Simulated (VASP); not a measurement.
# Mo16H (a cell with a defect) in VASP: single point with PBE

Aim: the single point of Mo16H (a cell with a defect) with PBE.

All numbers are computed with VASP 6.6.1; they aren't measurements. Logs are shortened: lines on timing, memory, paths and dates and some standing lists are left out, and cuts for length are marked.

## Step 1: The cell of the first run

The cell holds a defect, 17 atoms: a = 6.300 Å, b = 6.300 Å, c = 6.300 Å, α = 90.00°, β = 90.00°, γ = 90.00°.

## Step 2: Single point, PBE

INCAR

```
SYSTEM = Mo16H
  PREC = Accurate
  ENCUT = 520
  EDIFF = 1E-7
  ISMEAR = 0
  SIGMA = 0.15
  LREAL = Auto
  LASPH = .TRUE.
  NELM = 80
  ALGO = Normal
  ISIF = 2
  LWAVE = .FALSE.
  LCHARG = .FALSE.
  GGA = PE
  NBANDS = 126
```

KPOINTS

```
regular mesh
0
G
  3 3 3
  0 0 0
```

POSCAR

```
Mo16H
1.0
    6.3000000000      0.0000000000      0.0000000000
    0.0000000000      6.3000000000      0.0000000000
    0.0000000000      0.0000000000      6.3000000000
Mo H
16 1
Direct
    0.0006606666     -0.0012863790      0.0000380058
    0.5073615816     -0.0095787098      0.0000394762
    0.0006636339      0.5011704326      0.0000380021
   -0.0015273886     -0.0019185023      0.5000403050
    0.2439575657      0.2499423878      0.2595538145
    0.5073582181      0.5094661363      0.0000395756
    0.5012562400     -0.0010734261      0.5000378105
    0.7506541624      0.2499446315      0.2512683060
   -0.0015225761      0.5018057678      0.5000403127
    0.2500603156      0.7499451421      0.2510568681
    0.2439606243      0.2499422888      0.7405264459
    0.5012536629      0.5009598903      0.5000378567
    0.7528433990      0.7499418928      0.2519047720
    0.7506520411      0.2499446353      0.7488122775
    0.2500621046      0.7499450917      0.7490217799
    0.7528401104      0.7499418822      0.7481738635
    0.3756800184      0.2499423680      0.0000410580
```

Potentials or basis: VASP PAW PBE potentials, release 64 (Mo_sv, H).

Launch:

```console
> cat potpaw_PBE.64/Mo_sv/POTCAR potpaw_PBE.64/H/POTCAR > POTCAR
> mpirun -np 1 vasp_std > vasp.out
```

OUTCAR:

```text
SYSTEM = Mo16H
   PREC = Accurate
   ENCUT = 520
   EDIFF = 1E-7
   ISMEAR = 0
   LREAL = Auto
   LASPH = .TRUE.
   NELM = 80
   ISIF = 2
   GGA = PE

 ion  position               nearest neighbor table
   1  0.001  0.999  0.000-  13 2.72  16 2.72  15 2.73  10 2.73  14 2.74   8 2.74  11 2.74   5 2.74
                             2 3.11   3 3.13   4 3.15   4 3.15   3 3.17   2 3.19
   2  0.507  0.990  0.000-  17 1.83  16 2.68  13 2.68  15 2.72  10 2.72  14 2.74   8 2.74  11 2.85
                             5 2.85   6 3.03   1 3.11   7 3.15   7 3.15   1 3.19   6 3.27
   3  0.001  0.501  0.000-  13 2.72  16 2.72  15 2.73  10 2.73  14 2.74   8 2.74  11 2.74   5 2.74
                             6 3.11   1 3.13   9 3.15   9 3.15   1 3.17   6 3.19
   4  0.998  0.998  0.500-   5 2.68  11 2.68  13 2.70  16 2.70   8 2.72  14 2.72  15 2.72  10 2.72
                             9 3.13   7 3.13   1 3.15   1 3.15   7 3.17   9 3.17
   5  0.244  0.250  0.260-  17 1.83   9 2.68   4 2.68  12 2.72   7 2.72   3 2.74   1 2.74   6 2.85
                             2 2.85  11 3.03   8 3.11  10 3.15  10 3.15   8 3.19  11 3.27
   6  0.507  0.509  0.000-  17 1.83  16 2.68  13 2.68  15 2.72  10 2.72  14 2.74   8 2.74  11 2.85
                             5 2.85   2 3.03   3 3.11  12 3.15  12 3.15   3 3.19   2 3.27
   7  0.501  0.999  0.500-  16 2.72  13 2.72   5 2.72  11 2.72  10 2.72  15 2.72   8 2.73  14 2.73
                             4 3.13  12 3.14   2 3.15   2 3.15  12 3.16   4 3.17
   8  0.751  0.250  0.251-   4 2.72   9 2.72  12 2.73   7 2.73   3 2.74   1 2.74   2 2.74   6 2.74
                             5 3.11  14 3.13  13 3.15  13 3.15  14 3.17   5 3.19
   9  0.998  0.502  0.500-   5 2.68  11 2.68  13 2.70  16 2.70   8 2.72  14 2.72  15 2.72  10 2.72
                             4 3.13  12 3.13   3 3.15   3 3.15  12 3.17   4 3.17
  10  0.250  0.750  0.251-   9 2.72   4 2.72   6 2.72   2 2.72   7 2.72  12 2.72   1 2.73   3 2.73
                            13 3.13  15 3.14   5 3.15   5 3.15  15 3.16  13 3.17
  11  0.244  0.250  0.741-  17 1.83   9 2.68   4 2.68  12 2.72   7 2.72   3 2.74   1 2.74   6 2.85
                             2 2.85   5 3.03  14 3.11  15 3.15  15 3.15  14 3.19   5 3.27
  12  0.501  0.501  0.500-  16 2.72  13 2.72   5 2.72  11 2.72  10 2.72  15 2.72   8 2.73  14 2.73
                             9 3.13   7 3.14   6 3.15   6 3.15   7 3.16   9 3.17
  13  0.753  0.750  0.252-   6 2.68   2 2.68   4 2.70   9 2.70   1 2.72   3 2.72  12 2.72   7 2.72
                            16 3.13  10 3.13   8 3.15   8 3.15  10 3.17  16 3.17
  14  0.751  0.250  0.749-   4 2.72   9 2.72  12 2.73   7 2.73   3 2.74   1 2.74   2 2.74   6 2.74
                            11 3.11   8 3.13  16 3.15  16 3.15   8 3.17  11 3.19
  15  0.250  0.750  0.749-   9 2.72   4 2.72   6 2.72   2 2.72   7 2.72  12 2.72   1 2.73   3 2.73
                            16 3.13  10 3.14  11 3.15  11 3.15  10 3.16  16 3.17
  16  0.753  0.750  0.748-   6 2.68   2 2.68   4 2.70   9 2.70   1 2.72   3 2.72  12 2.72   7 2.72
                            13 3.13  15 3.13  14 3.15  14 3.15  15 3.17  13 3.17
  17  0.376  0.250  0.000-   2 1.83   6 1.83   5 1.83  11 1.83

  LATTYP: Found a simple cubic cell.
 ALAT       =     6.3000000000

  Lattice vectors:

 A1 = (   6.3000000000,   0.0000000000,   0.0000000000)
 A2 = (   0.0000000000,   6.3000000000,   0.0000000000)
 A3 = (   0.0000000000,   0.0000000000,   6.3000000000)

Analysis of symmetry for initial positions (statically):
=====================================================================
 Subroutine PRICEL returns:
 Original cell was already a primitive cell.

 Routine SETGRP: Setting up the symmetry group for a
 simple cubic supercell.

 Subroutine GETGRP returns: Found  4 space group operations
 (whereof  1 operations were pure point group operations)
 out of a pool of 48 trial point group operations.

The static configuration has the point symmetry C_1 .
 The point group associated with its full space group is C_2v.

Analysis of symmetry for dynamics (positions and initial velocities):
=====================================================================
 Subroutine PRICEL returns:
 Original cell was already a primitive cell.

 Routine SETGRP: Setting up the symmetry group for a
 simple cubic supercell.

 Subroutine GETGRP returns: Found  4 space group operations
 (whereof  1 operations were pure point group operations)
 out of a pool of 48 trial point group operations.

The dynamic configuration has the point symmetry C_1 .
 The point group associated with its full space group is C_2v.

 Subroutine INISYM returns: Found  4 space group operations
 (whereof  1 operations are pure point group operations),
 and found     1 'primitive' translations

----------------------------------------------------------------------------------------

                                     Primitive cell
[... 63 lines left out ...]
     0.000000000  0.000000000  0.052910053     0.000000000  0.000000000  0.333333333

  Length of vectors
     0.052910053  0.052910053  0.052910053

  Shift w.r.t. Gamma in fractional coordinates (k-lattice)
     0.000000000  0.000000000  0.000000000

 Subroutine IBZKPT returns following result:
 ===========================================

 Found      8 irreducible k-points:

 Following reciprocal coordinates:
            Coordinates               Weight
  0.000000  0.000000  0.000000      1.000000
  0.333333  0.000000  0.000000      2.000000
  0.000000  0.333333  0.000000      2.000000
  0.000000  0.000000  0.333333      2.000000
  0.333333  0.333333  0.000000      4.000000
  0.000000  0.333333  0.333333      4.000000
  0.333333  0.000000  0.333333      4.000000
  0.333333  0.333333  0.333333      8.000000
   k-points           NKPTS =      8   k-points in BZ     NKDIM =      8   number of bands    NBANDS=    126
   number of dos      NEDOS =    301   number of ions     NIONS =     17
   total plane-waves  NPLWV = 110592
   dimension x,y,z NGX =    48 NGY =   48 NGZ =   48
   dimension x,y,z NGXF=    96 NGYF=   96 NGZF=   96
   ions per type =              16   1
   NGX,Y,Z   is equivalent  to a cutoff of  12.67, 12.67, 12.67 a.u.
   NGXF,Y,Z  is equivalent  to a cutoff of  25.33, 25.33, 25.33 a.u.
 SYSTEM =  Mo16H
   PREC   = accura    normal or accurate (medium, high low for compatibility)
   ISTART =      0    job   : 0-new  1-cont  2-samecut
   ICHARG =      2    charge: 1-file 2-atom 10-const
   ISPIN  =      1    spin polarized calculation?
   LNONCOLLINEAR =      F non collinear calculations
   LSORBIT =      F    spin-orbit coupling
   LASPH  =      T    aspherical Exc in radial PAW
   ENCUT  =  520.0 eV  38.22 Ry    6.18 a.u.  11.71 11.71 11.71*2*pi/ulx,y,z
   NELM   =     80;   NELMIN=  2; NELMDL= -5     # of ELM steps
   EDIFF  = 0.1E-06   stopping-criterion for ELM
   LREAL  =      T    real-space projection
   EDIFFG = 0.1E-05   stopping-criterion for IOM
   NSW    =      0    number of steps for IOM
   IBRION =     -1    ionic relax: 0-MD 1-quasi-New 2-CG
   NFREE  =      0    steps in history (QN), initial steepest desc. (CG)
   ISIF   =      2    stress and relaxation
   ISYM   =      2    0-nonsym 1-usesym 2-fastsym
   POTIM  = 0.5000    time-step for ionic-motion
   TEBEG  =    0.0;   TEEND  =   0.0 temperature during run
   PSTRESS=    0.0 pullay stress
   NELECT =     225.0000    total number of electrons
   NUPDOWN=      -1.0000    fix difference up-down
   EMIN   =  10.00;   EMAX   =-10.00  energy-range for DOS
   EFERMI =   0.00;   METHOD = LEGACY
   ISMEAR =     0;   SIGMA  =   0.15  broadening in eV -4-tet -1-fermi 0-gaus
   EFERMI_NEDOS =   21; number of points for ismear=-14 and -15
   IALGO  =     38    algorithm
   IMIX   =      4    mixing-type and parameters
     AMIX     =   0.40;   BMIX     =  1.00
     AMIX_MAG =   1.60;   BMIX_MAG =  1.00
  volume/ion in A,a.u.               =      14.71        99.26
  Fermi-wavevector in a.u.,A,eV,Ry     =   1.580502  2.986716 33.987182  2.497987
  Thomas-Fermi vector in A             =   2.680720
   LORBIT       =      0    0 simple, 1 ext, 2 COOP (PROOUT), +10 PAW based schemes
   GGA     = PE    functional components
   LHFCALC =     F    Hartree Fock is set to
   AEXX    =    0.0000 exact exchange contribution
   IVDW    =     0    specifies the selected vdW correction
   LEPSILON=     F    determine dielectric tensor
   LRPA    =     F    only Hartree local field effects (RPA)
 non-spin polarized calculation
 Gauss-broadening in eV      SIGMA  =   0.15
  energy-cutoff  :      520.00
  volume of cell :      250.05
 maximum number of plane-waves:      6763
 NGX is ok and might be reduce to    48
   NGX = 23   NGY = 23   NGZ = 23

 number of electron     225.0000017 magnetization

 Free energy of the ion-electron system (eV)
  ---------------------------------------------------
  ext. energy  EPLUGINS =         0.00000000
  ---------------------------------------------------
  free energy    TOTEN  =      -177.88128336 eV

  energy without entropy =     -177.72352385  energy(sigma->0) =     -177.80240361

 E-fermi :  12.7775     XC(G=0): -13.4258

 val. band max:       12.7691765110   @ k =   0.3333   0.0000   0.0000
 cond. band min:      12.7779421558   @ k =   0.0000   0.0000   0.3333
 fundamental gap:      0.0087656448
 Fermi energy:        12.7775139482

 k-point     1 :       0.0000    0.0000    0.0000
  band No.  band energies     occupation
      1     -48.6157      2.00000
      2     -48.4116      2.00000
      3     -48.3816      2.00000
      4     -48.3816      2.00000
      5     -48.3696      2.00000
      6     -48.3546      2.00000
[... 1005 lines left out ...]
    123      14.0637      0.00000
    124      14.0933      0.00000
 [bands above 124 left out]

------------------------ aborting loop because EDIFF is reached ----------------------------------------

  FORCE on cell =-STRESS in cart. coord.  units (eV):
  Direction    XX          YY          ZZ          XY          YZ          ZX
  --------------------------------------------------------------------------------------
  -------------------------------------------------------------------------------------
  Total        9.8527364     10.2219295     10.2185299      0.0000000      0.0000000      0.0000000
  in kB       63.1314548     65.4970616     65.4752783      0.0000000      0.0000000      0.0000000
  external PRESSURE =      64.7012649 kB  Pullay stress =       0.0000000 kB

 VOLUME and BASIS-vectors are now :
 -----------------------------------------------------------------------------
  energy-cutoff  :      520.00
  volume of cell :      250.05
      direct lattice vectors                 reciprocal lattice vectors
     6.300000000  0.000000000  0.000000000     0.158730159  0.000000000  0.000000000
     0.000000000  6.300000000  0.000000000     0.000000000  0.158730159  0.000000000
     0.000000000  0.000000000  6.300000000     0.000000000  0.000000000  0.158730159

 POSITION                                       TOTAL-FORCE (eV/Angst)
 -----------------------------------------------------------------------------------
      0.00416      6.29190      0.00024         0.002908      0.001096      0.000000
      3.19638      6.23965      0.00025         0.000624     -0.000230      0.000000
      0.00418      3.15737      0.00024         0.002908     -0.001096      0.000000
      6.29038      6.28791      3.15025        -0.003037     -0.006998      0.000000
      1.53693      1.57464      1.63519         0.000262     -0.000000      0.001390
      3.19636      3.20964      0.00025         0.000624      0.000230      0.000000
[... 9 lines left out ...]
      4.74289      4.72463      4.71350         0.002377      0.000000     -0.006483
      2.36678      1.57464      0.00026        -0.000297      0.000000      0.000000
 -----------------------------------------------------------------------------------
    total drift:                               -0.001492     -0.163763      0.294105

  FREE ENERGIE OF THE ION-ELECTRON SYSTEM (eV)
  ---------------------------------------------------
  free  energy   TOTEN  =      -177.8812833628 eV

  energy  without entropy=     -177.7235238528  energy(sigma->0) =     -177.80240361
```

It took 9.4 min on 1 thread of AMD EPYC 7R43 (Zen 3), shared host; peak memory 0.38 GiB.

Results:

```
Free energy   : -177.8813 eV
Pressure      : 6.5 GPa
Largest force : 0.009 eV/Å
```

Forces in eV/Å, atoms in the order of the input:
```
Mo   0.003  0.001  0.000
Mo   0.001  0.000  0.000
Mo   0.003 -0.001  0.000
Mo  -0.003 -0.007  0.000
Mo   0.000  0.000  0.001
Mo   0.001  0.000  0.000
Mo  -0.001  0.008  0.000
Mo  -0.003  0.000 -0.001
Mo  -0.003  0.007  0.000
Mo   0.001  0.000 -0.009
Mo   0.000  0.000 -0.001
Mo  -0.001 -0.008  0.000
Mo   0.002  0.000  0.006
Mo  -0.003  0.000  0.001
Mo   0.001  0.000  0.009
Mo   0.002  0.000 -0.006
H    0.000  0.000  0.000
```
